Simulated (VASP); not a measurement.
# SiW6 in VASP: a series of runs

Runs on SiW6. Level: PBE+D3(BJ). Tasks: single point.

Everything below comes from runs of VASP 6.6.1. Logs are shortened: lines on timing, memory, paths and dates and some standing lists are left out, and cuts for length are marked.

### 1 The cell of the first run

The cell holds a slab with vacuum, 7 atoms: a = 4.468 Å, b = 4.468 Å, c = 21.726 Å, α = 90.00°, β = 90.00°, γ = 120.00°.

### 2 Single point, PBE+D3(BJ)

INCAR reads:

```
  PREC = Accurate
  ENCUT = 520
  EDIFF = 1E-7
  ISMEAR = 0
  SIGMA = 0.1
  LREAL = F
  LASPH = T
  NELM = 100
  ALGO = Normal
  ISIF = 2
  LWAVE = F
  LCHARG = F
  LDIPOL = T
  IDIPOL = 3
  DIPOL = 0.5 0.5 0.318
  GGA = PE
  IVDW = 12
  NBANDS = 53
```

KPOINTS reads:

```
Automatic mesh
0
Gamma
  6 6 1
```

POSCAR reads:

```
SiW6
1.0
    4.4682526324      0.0000000000      0.0000000000
   -2.2341263162      3.8696202902      0.0000000000
    0.0000000000      0.0000000000     21.7259061349
W Si
6 1
Direct
    0.6666666667      0.3333333333      0.1841119986
    0.3333333333      0.6666666667      0.2260931360
    0.0000000000      0.0000000000      0.2680742733
    0.6666666667      0.3333333333      0.3070897866
    0.3333333333      0.6666666667      0.3466976876
    0.0000000000      0.0000000000      0.3832248047
    0.2222222222      0.4444444444      0.5121032037
```

Potentials or basis: VASP PAW PBE potentials, release 64 (W_sv, Si).

On the command line:

```bash
> cat potpaw_PBE.64/W_sv/POTCAR potpaw_PBE.64/Si/POTCAR > POTCAR
> mpirun -np 1 vasp_std > vasp.out
```

OUTCAR:

```text
PREC = Accurate
   ENCUT = 520
   EDIFF = 1E-7
   ISMEAR = 0
   LREAL = F
   LASPH = T
   NELM = 100
   ISIF = 2
   GGA = PE
   IVDW = 12
 IVDW          = 12

 ion  position               nearest neighbor table
   1  0.667  0.333  0.184-   4 2.67   2 2.74   2 2.74   2 2.74   3 3.16   3 3.16   3 3.16
   2  0.333  0.667  0.226-   5 2.62   3 2.74   3 2.74   3 2.74   1 2.74   1 2.74   1 2.74   4 3.12
                             4 3.12   4 3.12
   3  0.000  0.000  0.268-   6 2.50   4 2.72   4 2.72   4 2.72   2 2.74   2 2.74   2 2.74   5 3.09
                             5 3.09   5 3.09   1 3.16   1 3.16   1 3.16
   4  0.667  0.333  0.307-   1 2.67   3 2.72   3 2.72   3 2.72   5 2.72   5 2.72   5 2.72   6 3.06
                             6 3.06   6 3.06   2 3.12   2 3.12   2 3.12
   5  0.333  0.667  0.347-   2 2.62   6 2.70   6 2.70   6 2.70   4 2.72   4 2.72   4 2.72   3 3.09
                             3 3.09   3 3.09
   6  0.000  0.000  0.383-   3 2.50   5 2.70   5 2.70   5 2.70   4 3.06   4 3.06   4 3.06   7 3.29

   7  0.222  0.444  0.512-   6 3.29

  LATTYP: Found a hexagonal cell.
 ALAT       =     4.4682526324
 C/A-ratio  =     4.8622824004

  Lattice vectors:

 A1 = (   4.4682526324,   0.0000000000,   0.0000000000)
 A2 = (  -2.2341263162,   3.8696202902,   0.0000000000)
 A3 = (   0.0000000000,   0.0000000000,  21.7259061349)

Analysis of symmetry for initial positions (statically):
=====================================================================
 Subroutine PRICEL returns:
 Original cell was already a primitive cell.

 Routine SETGRP: Setting up the symmetry group for a
 hexagonal supercell.

 Subroutine GETGRP returns: Found  2 space group operations
 (whereof  2 operations were pure point group operations)
 out of a pool of 24 trial point group operations.

The static configuration has the point symmetry C_1h.

Analysis of symmetry for dynamics (positions and initial velocities):
=====================================================================
 Subroutine PRICEL returns:
 Original cell was already a primitive cell.

 Routine SETGRP: Setting up the symmetry group for a
 hexagonal supercell.

 Subroutine GETGRP returns: Found  2 space group operations
 (whereof  2 operations were pure point group operations)
 out of a pool of 24 trial point group operations.

The dynamic configuration has the point symmetry C_1h.

 Subroutine INISYM returns: Found  2 space group operations
 (whereof  2 operations are pure point group operations),
 and found     1 'primitive' translations

----------------------------------------------------------------------------------------

                                     Primitive cell

  volume of cell :     375.6505

  direct lattice vectors                    reciprocal lattice vectors
     4.468252632  0.000000000  0.000000000     0.223801133  0.129211644  0.000000000
    -2.234126316  3.869620290  0.000000000     0.000000000  0.258423288  0.000000000
     0.000000000  0.000000000 21.725906135     0.000000000  0.000000000  0.046028000

  length of vectors
     4.468252632  4.468252632 21.725906135     0.258423288  0.258423288  0.046028000

  position of ions in fractional coordinates (direct lattice)
     0.666666667  0.333333333  0.184111999
     0.333333333  0.666666667  0.226093136
     0.000000000  0.000000000  0.268074273
     0.666666667  0.333333333  0.307089787
     0.333333333  0.666666667  0.346697688
     0.000000000  0.000000000  0.383224805
     0.222222222  0.444444444  0.512103204

  ion indices of the primitive-cell ions
   primitive index   ion index
                 1           1
                 2           2
                 3           3
                 4           4
                 5           5
                 6           6
                 7           7

----------------------------------------------------------------------------------------

 KPOINTS: Automatic mesh

Automatic generation of k-mesh.
 Grid dimensions read from file:
 generate k-points for:    6    6    1

 Generating k-lattice:

  Cartesian coordinates                     Fractional coordinates (reciprocal lattice)
     0.037300189  0.021535274  0.000000000     0.166666667  0.000000000  0.000000000
     0.000000000  0.043070548  0.000000000     0.000000000  0.166666667  0.000000000
     0.000000000  0.000000000  0.046028000     0.000000000  0.000000000  1.000000000

  Length of vectors
     0.043070548  0.043070548  0.046028000

  Shift w.r.t. Gamma in fractional coordinates (k-lattice)
     0.000000000  0.000000000  0.000000000

 Subroutine IBZKPT returns following result:
 ===========================================

 Found     13 irreducible k-points:

 Following reciprocal coordinates:
            Coordinates               Weight
  0.000000  0.000000  0.000000      1.000000
  0.166667 -0.000000  0.000000      4.000000
  0.000000  0.166667  0.000000      2.000000
  0.333333 -0.000000  0.000000      4.000000
  0.000000  0.333333  0.000000      2.000000
  0.500000 -0.000000  0.000000      2.000000
  0.000000  0.500000  0.000000      1.000000
  0.166667  0.166667  0.000000      4.000000
 -0.333333  0.166667  0.000000      2.000000
  0.333333  0.166667  0.000000      4.000000
 -0.166667  0.500000  0.000000      4.000000
  0.500000  0.333333  0.000000      4.000000
  0.333333  0.333333  0.000000      2.000000
   k-points           NKPTS =     13   k-points in BZ     NKDIM =     13   number of bands    NBANDS=     53
   number of dos      NEDOS =    301   number of ions     NIONS =      7
   total plane-waves  NPLWV = 209952
   dimension x,y,z NGX =    36 NGY =   36 NGZ =  162
   dimension x,y,z NGXF=    72 NGYF=   72 NGZF=  324
   ions per type =               6   1
   NGX,Y,Z   is equivalent  to a cutoff of  13.39, 13.39, 12.40 a.u.
   NGXF,Y,Z  is equivalent  to a cutoff of  26.79, 26.79, 24.79 a.u.
 SYSTEM =  unknown system
   PREC   = accura    normal or accurate (medium, high low for compatibility)
   ISTART =      0    job   : 0-new  1-cont  2-samecut
   ICHARG =      2    charge: 1-file 2-atom 10-const
   ISPIN  =      1    spin polarized calculation?
   LNONCOLLINEAR =      F non collinear calculations
   LSORBIT =      F    spin-orbit coupling
   LASPH  =      T    aspherical Exc in radial PAW
   ENCUT  =  520.0 eV  38.22 Ry    6.18 a.u.   8.31  8.31 40.40*2*pi/ulx,y,z
   NELM   =    100;   NELMIN=  2; NELMDL= -5     # of ELM steps
   EDIFF  = 0.1E-06   stopping-criterion for ELM
   LREAL  =      F    real-space projection
   EDIFFG = 0.1E-05   stopping-criterion for IOM
   NSW    =      0    number of steps for IOM
   IBRION =     -1    ionic relax: 0-MD 1-quasi-New 2-CG
   NFREE  =      0    steps in history (QN), initial steepest desc. (CG)
   ISIF   =      2    stress and relaxation
   ISYM   =      2    0-nonsym 1-usesym 2-fastsym
   POTIM  = 0.5000    time-step for ionic-motion
   TEBEG  =    0.0;   TEEND  =   0.0 temperature during run
   PSTRESS=    0.0 pullay stress
   NELECT =      88.0000    total number of electrons
   NUPDOWN=      -1.0000    fix difference up-down
   EMIN   =  10.00;   EMAX   =-10.00  energy-range for DOS
   EFERMI =   0.00;   METHOD = LEGACY
   ISMEAR =     0;   SIGMA  =   0.10  broadening in eV -4-tet -1-fermi 0-gaus
   EFERMI_NEDOS =   21; number of points for ismear=-14 and -15
   IALGO  =     38    algorithm
   IMIX   =      4    mixing-type and parameters
     AMIX     =   0.40;   BMIX     =  1.00
     AMIX_MAG =   1.60;   BMIX_MAG =  1.00
  volume/ion in A,a.u.               =      53.66       362.14
  Fermi-wavevector in a.u.,A,eV,Ry     =   1.009193  1.907099 13.857143  1.018471
  Thomas-Fermi vector in A             =   2.142107
   LORBIT       =      0    0 simple, 1 ext, 2 COOP (PROOUT), +10 PAW based schemes
   GGA     = PE    functional components
   LHFCALC =     F    Hartree Fock is set to
   AEXX    =    0.0000 exact exchange contribution
   IVDW    =    12    specifies the selected vdW correction
   LEPSILON=     F    determine dielectric tensor
   LRPA    =     F    only Hartree local field effects (RPA)
 non-spin polarized calculation
 Gauss-broadening in eV      SIGMA  =   0.10
  energy-cutoff  :      520.00
  volume of cell :      375.65
 maximum number of plane-waves:     10145
 NGX is ok and might be reduce to    36
   NGX = 17   NGY = 17   NGZ = 81

 dipolmoment           0.000000      0.000000     -0.368490 electrons x Angstroem

 number of electron      88.0000002 magnetization

 dipolmoment           0.000000      0.000000      0.072221 electrons x Angstroem

 Free energy of the ion-electron system (eV)
  ---------------------------------------------------
  ext. energy  EPLUGINS =         0.00000000
  ---------------------------------------------------
  free energy    TOTEN  =       -72.73089201 eV

  energy without entropy =      -72.68740024  energy(sigma->0) =      -72.70914612

 E-fermi :   0.2740     XC(G=0):  -5.3439

 val. band max:        0.2700685750   @ k =   0.5000   0.3333   0.0000
 cond. band min:       0.2798970523   @ k =  -0.3333   0.1667   0.0000
 fundamental gap:      0.0098284773
 Fermi energy:         0.2739903350

 k-point     1 :       0.0000    0.0000    0.0000
  band No.  band energies     occupation
      1     -73.7361      2.00000
      2     -73.6161      2.00000
      3     -73.5945      2.00000
      4     -73.5374      2.00000
      5     -73.4399      2.00000
      6     -73.3703      2.00000
[... 45 lines left out ...]
     52       2.7405      0.00000
     53       2.7469      0.00000

 k-point     2 :       0.1667   -0.0000    0.0000
  band No.  band energies     occupation
      1     -73.7272      2.00000
      2     -73.6212      2.00000
      3     -73.5926      2.00000
      4     -73.5335      2.00000
      5     -73.4459      2.00000
      6     -73.3742      2.00000
[... 45 lines left out ...]
     52       2.5170      0.00000
     53       2.6353      0.00000

 k-point     3 :       0.0000    0.1667    0.0000
  band No.  band energies     occupation
      1     -73.7272      2.00000
      2     -73.6212      2.00000
      3     -73.5926      2.00000
      4     -73.5335      2.00000
      5     -73.4459      2.00000
      6     -73.3742      2.00000
[... 45 lines left out ...]
     52       2.5812      0.00000
     53       2.6194      0.00000
[... 449 lines left out ...]
 k-point    12 :       0.5000    0.3333    0.0000
  band No.  band energies     occupation
      1     -73.6920      2.00000
      2     -73.6440      2.00000
      3     -73.5865      2.00000
      4     -73.5160      2.00000
      5     -73.4704      2.00000
      6     -73.3866      2.00000
[... 45 lines left out ...]
     52       2.2113      0.00000
     53       2.3143      0.00000

 k-point    13 :       0.3333    0.3333    0.0000
  band No.  band energies     occupation
      1     -73.6833      2.00000
      2     -73.6501      2.00000
      3     -73.5855      2.00000
      4     -73.5111      2.00000
      5     -73.4768      2.00000
      6     -73.3888      2.00000
[... 45 lines left out ...]
     52       1.7512      0.00000
     53       2.0297      0.00000

------------------------ aborting loop because EDIFF is reached ----------------------------------------

 vacuum level on the upper side and lower side of the slab       (xc-potential included)         0.209        -0.508

 Edisp (eV)   -2.83609

 E8    (eV) :    -1.4870

  FORCE on cell =-STRESS in cart. coord.  units (eV):
  Direction    XX          YY          ZZ          XY          YZ          ZX
  --------------------------------------------------------------------------------------
  -------------------------------------------------------------------------------------
  Total      -8.19521    -8.94425    -8.06254     0.00000    -0.06429     0.00000
  in kB     -34.95318   -38.14789   -34.38732     0.00000    -0.27422     0.00000
  external pressure =      -35.83 kB  Pullay stress =        0.00 kB

 VOLUME and BASIS-vectors are now :
 -----------------------------------------------------------------------------
  energy-cutoff  :      520.00
  volume of cell :      375.65
      direct lattice vectors                 reciprocal lattice vectors
     4.468252632  0.000000000  0.000000000     0.223801133  0.129211644  0.000000000
    -2.234126316  3.869620290  0.000000000     0.000000000  0.258423288  0.000000000
     0.000000000  0.000000000 21.725906135     0.000000000  0.000000000  0.046028000

 POSITION                                       TOTAL-FORCE (eV/Angst)
 -----------------------------------------------------------------------------------
      2.23413      1.28987      4.00000         0.000000      0.066176      2.102114
     -0.00000      2.57975      4.91208        -0.000000     -0.033548     -0.807822
      0.00000      0.00000      5.82416        -0.000000      0.041432     -1.717650
      2.23413      1.28987      6.67180        -0.000000     -0.212130     -0.191365
     -0.00000      2.57975      7.53232        -0.000000     -0.284071      0.927186
      0.00000      0.00000      8.32591         0.000000      0.552494      1.655298
      0.00000      1.71983     11.12591         0.000000     -0.130352     -1.967761
 -----------------------------------------------------------------------------------
    total drift:                               -0.000000      0.000085     -0.000032

  FREE ENERGIE OF THE ION-ELECTRON SYSTEM (eV)
  ---------------------------------------------------
  free  energy   TOTEN  =       -75.5669779939 eV

  energy  without entropy=      -75.5234862304  energy(sigma->0) =      -75.54523211

 vacuum level on the upper side and lower side of the slab         4.809         4.073
```

It took 33 min on 1 thread of Intel Xeon 8259CL, shared host; peak memory 0.57 GiB.

What came out:

- Free energy: -75.5670 eV
- Largest force: 2.103 eV/Å
- Band gap on the k mesh: zero (bands 44 and 45 overlap by 0.42 eV)
- Dispersion energy per atom: -0.405 eV

Forces on the atoms (eV/Å):
```
W    0.000  0.066  2.102
W    0.000 -0.034 -0.808
W    0.000  0.041 -1.718
W    0.000 -0.212 -0.191
W    0.000 -0.284  0.927
W    0.000  0.552  1.655
Si   0.000 -0.130 -1.968
```

Caveat: spin-orbit coupling is left out, which moves the levels of the heavy elements.

### 3 Single point, PBE+D3(BJ)

INCAR reads:

```
ALGO     = Normal         # electronic algorithm
DIPOL    = 0.5 0.5 0.318
EDIFF    = 1E-6           # SCF threshold, eV
ENCUT    = 520            # plane-wave cutoff, eV
GGA      = PE             # functional
IDIPOL   = 3            
ISIF     = 2              # what is computed and relaxed
ISMEAR   = 0              # smearing method
IVDW     = 12             # dispersion correction
LASPH    = True           # aspherical terms in the spheres
LCHARG   = False          # write CHGCAR
LDIPOL   = True         
LREAL    = False          # projectors in reciprocal space
LWAVE    = False          # write WAVECAR
NBANDS   = 53             # bands
NELM     = 100            # most SCF steps
PREC     = Accurate       # precision mode
SIGMA    = 0.1            # smearing width, eV
```

KPOINTS reads:

```
k-points
0
Gamma
  6 6 1
```

POSCAR, as its differences from that of step 2:

```diff
@@ -14,2 +14,2 @@
     0.0000000000      0.0000000000      0.3832248047
-    0.2222222222      0.4444444444      0.5121032037
+    0.4444444444      0.2222222222      0.5121032037
```

Potentials or basis: VASP PAW PBE potentials, release 64 (W_sv, Si).

On the command line:

```bash
> cat potpaw_PBE.64/W_sv/POTCAR potpaw_PBE.64/Si/POTCAR > POTCAR
> mpirun -np 1 vasp_std > vasp.out
```

Run time: 30 min. Hardware: 1 thread of Intel Xeon 8259CL, shared host; peak memory 0.57 GiB.

It converged, with:

| Quantity | Value |
| --- | --- |
| Free energy | -75.3810 eV |
| Largest force | 2.035 eV/Å |
| Band gap on the k mesh | zero (bands 44 and 45 overlap by 0.13 eV) |
| Dispersion energy per atom | -0.406 eV |

Forces on the atoms (eV/Å):
```
W   -0.021 -0.012  2.035
W   -0.057 -0.033 -0.612
W    0.158  0.091 -1.895
W   -0.003 -0.002  0.062
W   -0.097 -0.056  0.626
W    0.352  0.203  1.676
Si  -0.332 -0.192 -1.893
```

Levels at points of the mesh, in eV from the Fermi level:
| k point | band 41 | band 42 | band 43 | band 44 | band 45 | band 46 | band 47 | band 48 |
| --- | --- | --- | --- | --- | --- | --- | --- | --- |
| (0.00, 0.00, 0.00) | -1.09 | -1.09 | -0.96 | -0.46 | 0.78 | 1.28 | 1.48 | 1.61 |
| (0.50, 0.00, 0.00) | -1.13 | -0.77 | -0.31 | 0.05 | 0.15 | 0.25 | 0.77 | 0.91 |
| (0.00, 0.50, 0.00) | -1.07 | -0.73 | -0.14 | -0.08 | 0.19 | 0.29 | 0.76 | 0.95 |

Caveat: spin-orbit coupling is left out, which moves the levels of the heavy elements.

### 4 Single point, PBE+D3(BJ)

INCAR reads:

```
  ALGO = Normal
  DIPOL = 0.5 0.5 0.318
  EDIFF = 1E-7
  ENCUT = 520
  GGA = PE
  IDIPOL = 3
  ISIF = 2
  ISMEAR = 0
  IVDW = 12
  LASPH = True
  LCHARG = True
  LDIPOL = True
  LELF = True
  LREAL = False
  LVACPOTAV = True
  LVHAR = True
  LWAVE = False
  NBANDS = 53
  NELM = 100
  PREC = Accurate
  SIGMA = 0.1
```

KPOINTS is that of step 3.

POSCAR, as its differences from that of step 3:

```diff
@@ -14,2 +14,2 @@
     0.0000000000      0.0000000000      0.3832248047
-    0.4444444444      0.2222222222      0.5121032037
+    0.4444444444      0.8888888889      0.5121032037
```

On the command line:

```bash
> cat potpaw_PBE.64/W_sv/POTCAR potpaw_PBE.64/Si/POTCAR > POTCAR
> mpirun -np 1 vasp_std > vasp.out
```

Wall time 29 min (1 thread of Intel Xeon 8259CL, shared host); peak memory 0.57 GiB.

Results (log left out):

* Free energy: -75.4768 eV
* Largest force: 2.102 eV/Å
* Band gap on the k mesh: zero (bands 44 and 45 overlap by 0.35 eV)
* Dispersion energy per atom: -0.406 eV

Forces on the atoms (eV/Å):
```
W    0.000 -0.086  2.101
W    0.000  0.040 -0.819
W    0.000  0.015 -1.619
W    0.000  0.156 -0.190
W    0.000  0.177  0.931
W    0.000 -0.180  1.517
Si   0.000 -0.121 -1.920
```

Levels at points of the mesh, in eV from the Fermi level:
```tsv
k point	band 41	band 42	band 43	band 44	band 45	band 46	band 47	band 48
(0.00, 0.00, 0.00)	-1.09	-1.07	-0.90	-0.45	0.99	1.00	1.55	1.64
(0.50, 0.00, 0.00)	-1.06	-0.73	-0.36	0.03	0.19	0.29	0.84	1.19
(0.00, 0.50, 0.00)	-0.93	-0.61	-0.24	0.11	0.26	0.28	0.74	0.76
```

Caveat: spin-orbit coupling is left out, which moves the levels of the heavy elements.

### 5 Overview

| cell | gap on the mesh (eV) | largest force (eV/Å) |
| --- | --- | --- |
| as given, atomic positions A | none | 2.10 |
| as given, atomic positions B | none | 2.04 |
| as given, atomic positions C | none | 2.10 |

Alike in all rows: task single point; level PBE+D3(BJ); potentials or basis VASP PAW PBE potentials, release 64 (W_sv, Si); no spin polarisation; k mesh 6 × 6 × 1; cutoff (eV) 520; smearing gaussian 0.1 eV.

Caveats: spin-orbit coupling is left out, which moves the levels of the heavy elements.

Total energies depend on the potentials used, so only differences within one code and one set of settings carry meaning.

The gap in the log of VASP goes by the Fermi energy; the results here count the filled bands.